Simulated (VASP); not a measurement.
Crystal: PtSe2 (Sudovikovite).

```
Pt Se
1.0
     3.64798    0.00000    0.00000
    -1.82399    3.15924    0.00000
     0.00000    0.00000    4.95866
Pt Se
1 2
Direct
  0.00000 0.00000 0.00000
  0.66667 0.33333 0.75000
  0.33333 0.66667 0.25000
```

Base run:

```yaml
Program: VASP 6.6.1
Functional: r2SCAN
Potentials_or_basis: VASP PAW PBE potentials, release 64 (Pt, Se)
Cutoff: 520 eV
k_mesh: 8 × 8 × 5
Occupations: fermi-dirac, width 0.05 eV
Spin: no spin polarisation
```

Its results: band gap on the k mesh zero (band 11 reaches 7.63 eV, above the bottom of band 12 at 7.46 eV); pressure 15.5 GPa; largest force 1.266 eV/Å.

Question: The run is repeated on the same cell with these changes: functional from r2SCAN to RPBE. What comes out?

Answer: Band gap on the k mesh zero (band 11 reaches 7.94 eV, above the bottom of band 12 at 7.67 eV); pressure 20.4 GPa; largest force 1.536 eV/Å.

Caveats: the PAW data sets were made with another functional, which shifts forces and pressure a little; spin-orbit coupling is left out, which moves the levels of the heavy elements.
